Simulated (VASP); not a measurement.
# Zn (Fm-3m) in VASP: notebook, part 2 of 2

VASP 6.6.1. The steps go on from the part before.

## 4. Relaxation of cell and atoms, PBEsol, target pressure 30 GPa, at which the enthalpy is minimised

INCAR reads:

```
SYSTEM = Zn
ALGO     = Normal         ! electronic algorithm
EDIFF    = 1E-6           ! SCF threshold, eV
EDIFFG   = -0.005         ! ionic threshold
ENCUT    = 600            ! plane-wave cutoff, eV
GGA      = PS             ! functional
IBRION   = 2              ! ionic algorithm
ISIF     = 3              ! what is computed and relaxed
ISMEAR   = -1             ! smearing method
LASPH    = .TRUE.         ! aspherical terms in the spheres
LCHARG   = .FALSE.        ! write CHGCAR
LREAL    = .FALSE.        ! projectors in reciprocal space
LWAVE    = .FALSE.        ! write WAVECAR
NELM     = 60             ! most SCF steps
NSW      = 80             ! ionic steps
PREC     = Accurate       ! precision mode
PSTRESS  = 300.0        
SIGMA    = 0.05           ! smearing width, eV
```

KPOINTS reads:

```
k-points
0
G
  12 12 12
  0 0 0
```

POSCAR reads:

```
Zn
1.0
    0.0000000000      1.9647760000      1.9647760000
    1.9647760000      0.0000000000      1.9647760000
    1.9647760000      1.9647760000      0.0000000000
Zn
1
Direct
    0.0000000000      0.0000000000      0.0000000000
```

Potentials or basis: VASP PAW PBE potentials, release 64 (Zn).

The run is started by

```sh
> cat potpaw_PBE.64/Zn/POTCAR > POTCAR
> mpirun -np 1 vasp_std > vasp.out
```

OUTCAR:

```text
SYSTEM = Zn
   EDIFF = 1E-6
   EDIFFG = -0.005
   ENCUT = 600
   GGA = PS
   IBRION = 2
   ISIF = 3
   ISMEAR = -1
   LASPH = .TRUE.
   LREAL = .FALSE.
   NELM = 60
   NSW = 80
   PREC = Accurate
   PSTRESS = 300.0

 ion  position               nearest neighbor table
   1  0.000  0.000  0.000-

  LATTYP: Found a face centered cubic cell.
 ALAT       =     3.9295520000

  Lattice vectors:

 A1 = (   0.0000000000,   1.9647760000,   1.9647760000)
 A2 = (   1.9647760000,   0.0000000000,   1.9647760000)
 A3 = (   1.9647760000,   1.9647760000,   0.0000000000)

Analysis of symmetry for initial positions (statically):
=====================================================================
 Subroutine PRICEL returns:
 Original cell was already a primitive cell.

 Routine SETGRP: Setting up the symmetry group for a
 face centered cubic supercell.

 Subroutine GETGRP returns: Found 48 space group operations
 (whereof 48 operations were pure point group operations)
 out of a pool of 48 trial point group operations.

The static configuration has the point symmetry O_h .

Analysis of symmetry for dynamics (positions and initial velocities):
=====================================================================
 Subroutine PRICEL returns:
 Original cell was already a primitive cell.

 Routine SETGRP: Setting up the symmetry group for a
[... 160 lines left out ...]
  -------------------------------------------------------------------------------------
  Total       -0.4659501     -0.4659501     -0.4659501     -0.0000000      0.0000000     -0.0000000
  in kB      -49.2131162    -49.2131162    -49.2131162     -0.0000000      0.0000000     -0.0000000
  external PRESSURE =    -349.2131162 kB  Pullay stress =     300.0000000 kB
[... 24 lines left out ...]
--------------------------------------- Ionic step        2  -------------------------------------------

 number of electron      11.9999999 magnetization

 E-fermi :   8.3461     XC(G=0): -14.7868

 val. band max:        8.1032100068   @ k =   0.5000   0.0833   0.0000
 cond. band min:       8.3466823738   @ k =  -0.3333   0.4167   0.1667
 fundamental gap:      0.2434723670
 Fermi energy:         8.3460616128

 k-point     1 :       0.0000    0.0000    0.0000
  band No.  band energies     occupation
      1      -7.7460      2.00000
      2      -1.9481      2.00000
      3      -1.9481      2.00000
      4      -1.9481      2.00000
      5      -0.9651      2.00000
      6      -0.9651      2.00000
      7      30.8059      0.00000
      8      34.1646      0.00000
      9      34.1646      0.00000
     10      34.1646      0.00000
[... 483 lines left out ...]
--------------------------------------- Ionic step        7  -------------------------------------------

 number of electron      12.0000003 magnetization

 Free energy of the ion-electron system (eV)
  ---------------------------------------------------
  ext. energy  EPLUGINS =         0.00000000
  ---------------------------------------------------
  free energy    TOTEN  =        -1.35786061 eV

  energy without entropy =       -1.35611805  energy(sigma->0) =       -1.35698933

 E-fermi :   5.3304     XC(G=0): -13.2250

 val. band max:        5.1137428142   @ k =  -0.4167   0.1667   0.0000
 cond. band min:       5.3339710800   @ k =  -0.4167   0.2500   0.0000
 fundamental gap:      0.2202282658
 Fermi energy:         5.3304070165

 k-point     1 :       0.0000    0.0000    0.0000
  band No.  band energies     occupation
      1      -7.6720      2.00000
      2      -3.3835      2.00000
      3      -3.3835      2.00000
      4      -3.3835      2.00000
      5      -2.7523      2.00000
      6      -2.7523      2.00000
      7      26.1152      0.00000
      8      27.3604      0.00000
      9      27.3604      0.00000
     10      27.3604      0.00000
[... 331 lines left out ...]
  energy  without entropy=       -1.3561180537  energy(sigma->0) =       -1.35698933

  enthalpy is  TOTEN    =         0.8114185679 eV   P V=        2.1692791731

 reached required accuracy - stopping structural energy minimisation
```

OSZICAR:

```text
N       E                     dE             d eps       ncg     rms          rms(c)
DAV:   1     0.371759398290E+02    0.37176E+02   -0.76018E+03  1440   0.209E+03
DAV:   2    -0.959294163931E+00   -0.38135E+02   -0.36381E+02  1450   0.216E+02
DAV:   3    -0.167462018250E+01   -0.71533E+00   -0.71407E+00  1642   0.322E+01
[... 52 lines left out ...]
DAV:   1    -0.135983584946E+01    0.51608E-02   -0.25001E-02  1614   0.351E+00    0.313E-01
DAV:   2    -0.135809224564E+01    0.17436E-02   -0.87303E-03  1604   0.219E+00    0.103E-01
DAV:   3    -0.135792856502E+01    0.16368E-03   -0.88160E-05  1560   0.188E-01    0.564E-02
DAV:   4    -0.135786072304E+01    0.67842E-04   -0.24077E-05  1932   0.875E-02    0.256E-03
DAV:   5    -0.135786060516E+01    0.11788E-06   -0.55520E-07   914   0.939E-03
   7 F= 0.81141857E+00 E0= 0.81228984E+00  d E =-.476224E-04
```

Wall time 17 s (1 thread of Intel Xeon 6975P-C (Granite Rapids), shared host); peak memory 0.15 GiB.

Results:

| Quantity | Value |
| --- | --- |
| Free energy | -1.3579 eV |
| Relaxed volume | 11.59 Å³/atom |
| Relaxed cell | a = 2.540 Å, b = 2.540 Å, c = 2.540 Å, α = 60.00°, β = 60.00°, γ = 60.00° |
| Space group after relaxing (to 0.05 Å) | Fm-3m (No. 225) |
| Energy change on relaxing (the enthalpy is what falls) | +178.9 meV/atom |
| Ionic steps | 7 |
| Pressure after relaxing | 30.0 GPa |
| Band gap on the k mesh | zero (band 6 reaches 7.57 eV, above the bottom of band 7 at 4.27 eV) |

The path:
```tsv
step	energy change (eV)	largest force (eV/Å)	pressure (GPa)	volume (Å³)
1	0.0000	0.0000	-4.92	15.17
2	1.2824	0.0000	126.24	9.01
3	0.1521	0.0000	27.08	11.74
4	0.1720	0.0000	29.36	11.62
5	0.1840	0.0000	30.60	11.56
6	0.1718	0.0000	29.31	11.62
7	0.1789	0.0000	30.05	11.59
```

Final structure:
```xyz
1
Lattice="0.0000 1.7959 1.7959 1.7959 0.0000 1.7959 1.7959 1.7959 0.0000" Properties=species:S:1:pos:R:3 pbc="T T T"
Zn    0.0000    0.0000    0.0000
```

Caveat: the cell is relaxed towards a set pressure, so the enthalpy falls and the energy may rise; the volume moved by over 15 % at a fixed basis, so the end points are rough; the PAW data sets were made with another functional, which shifts forces and pressure a little.

## 5. Single point, PBEsol

This run uses another cell than the first one, of 11.54 Å³/atom, 0.761 times its volume.

INCAR reads:

```
PREC = Accurate
ENCUT = 520
EDIFF = 1E-6
ISMEAR = -1
SIGMA = 0.05
LREAL = F
LASPH = T
NELM = 100
ALGO = Normal
ISIF = 2
LWAVE = F
LCHARG = F
GGA = PS
NBANDS = 12
```

KPOINTS reads:

```
Automatic mesh
0
Gamma
  12 12 12
```

POSCAR reads:

```
Zn
1.0
    0.0000000000      1.7938441630      1.7938441630
    1.7938441630      0.0000000000      1.7938441630
    1.7938441630      1.7938441630      0.0000000000
Zn
1
Direct
    0.0000000000      0.0000000000      0.0000000000
```

The run is started by

```sh
> cat potpaw_PBE.64/Zn/POTCAR > POTCAR
> mpirun -np 1 vasp_std > vasp.out
```

Wall time 10 s (1 thread of AMD EPYC 7R43 (Zen 3), shared host); peak memory 0.09 GiB.

The run converged. Its results:

```
Free energy            : -1.3489 eV
Pressure               : 30.9 GPa
Band gap on the k mesh : zero (band 6 reaches 7.60 eV, above the bottom of band 7 at 4.31 eV)
```

Levels at points of the mesh, in eV from the Fermi level:
| k point | band 3 | band 4 | band 5 | band 6 | band 7 | band 8 | band 9 | band 10 |
| --- | --- | --- | --- | --- | --- | --- | --- | --- |
| (0.00, 0.00, 0.00) | -8.73 | -8.73 | -8.10 | -8.10 | 20.81 | 22.08 | 22.08 | 22.08 |
| (0.50, 0.00, 0.00) | -8.75 | -7.64 | -7.64 | -4.45 | -1.06 | 18.52 | 18.52 | 19.12 |
| (0.50, 0.50, 0.00) | -7.66 | -7.53 | -7.53 | -2.02 | 2.61 | 9.67 | 9.67 | 13.83 |

Caveat: the PAW data sets were made with another functional, which shifts forces and pressure a little.

## 6. Single point, PBEsol+D3(BJ)

This run uses another cell than the first one, of 13.41 Å³/atom, 0.884 times its volume.

INCAR reads:

```
SYSTEM = Zn
PREC = Accurate
ENCUT = 520
EDIFF = 1E-7
ISMEAR = -1
SIGMA = 0.05
LREAL = .False.
LASPH = .True.
NELM = 100
ALGO = Normal
ISIF = 2
LWAVE = .False.
LCHARG = .False.
GGA = PS
IVDW = 12
NBANDS = 12
```

KPOINTS reads:

```
Automatic mesh
0
Gamma
  12 12 12
  0 0 0
```

POSCAR reads:

```
Zn
1.0
    0.0000000000      1.8857007324      1.8857007324
    1.8857007324      0.0000000000      1.8857007324
    1.8857007324      1.8857007324      0.0000000000
Zn
1
Direct
    0.0000000000      0.0000000000      0.0000000000
```

Potentials or basis: VASP PAW PBE potentials, release 64 (Zn).

The run is started by

```sh
> cat potpaw_PBE.64/Zn/POTCAR > POTCAR
> mpirun -np 1 vasp_std > vasp.out
```

Run time: 10 s. Hardware: 1 thread of AMD EPYC 7R43 (Zen 3), shared host; peak memory 0.1 GiB.

Results (log left out):

```
Free energy                : -1.9486 eV
Pressure                   : 0.6 GPa
Band gap on the k mesh     : zero (band 6 reaches 6.16 eV, above the bottom of band 7 at 2.67 eV)
Dispersion energy per atom : -0.408 eV
```

Levels at points of the mesh, in eV from the Fermi level:
```tsv
k point	band 4	band 5	band 6	band 7	band 8	band 9
(0.00, 0.00, 0.00)	-7.93	-7.45	-7.45	19.89	20.04	20.04
(0.50, 0.00, 0.00)	-7.09	-7.09	-3.44	-1.14	16.75	16.75
(0.50, 0.50, 0.00)	-7.00	-7.00	-1.32	2.23	9.07	9.07
```

Caveat: the PAW data sets were made with another functional, which shifts forces and pressure a little; pairwise dispersion overbinds metals, which lowers pressure and volume.

## 7. Summary

```tsv
task	level	cell	cutoff (eV)	gap on the mesh (eV)	pressure (GPa)
relaxation of cell and atoms	PBEsol	relaxed to 10 GPa from a = 2.779 Å, angles 60.0°, 1 atom	600	none	10.0
relaxation of cell and atoms	PBEsol	relaxed to 20 GPa from a = 2.779 Å, angles 60.0°, 1 atom	600	none	20.0
relaxation of cell and atoms	PBEsol	relaxed to 30 GPa from a = 2.779 Å, angles 60.0°, 1 atom	600	none	30.0
single point	PBEsol	a = 2.537 Å, angles 60.0°, 1 atom	520	none	30.9
single point	PBEsol+D3(BJ)	a = 2.667 Å, angles 60.0°, 1 atom	520	none	0.6
```

Alike in all rows: potentials or basis VASP PAW PBE potentials, release 64 (Zn); no spin polarisation; k mesh 12 × 12 × 12; smearing fermi-dirac 0.05 eV.

Caveats: the PAW data sets were made with another functional, which shifts forces and pressure a little; the cell is relaxed towards a set pressure, so the enthalpy falls and the energy may rise (some runs); the volume moved by over 15 % at a fixed basis, so the end points are rough (some runs); pairwise dispersion overbinds metals, which lowers pressure and volume (some runs).

Absolute energies hang on the potentials; compare differences alone.
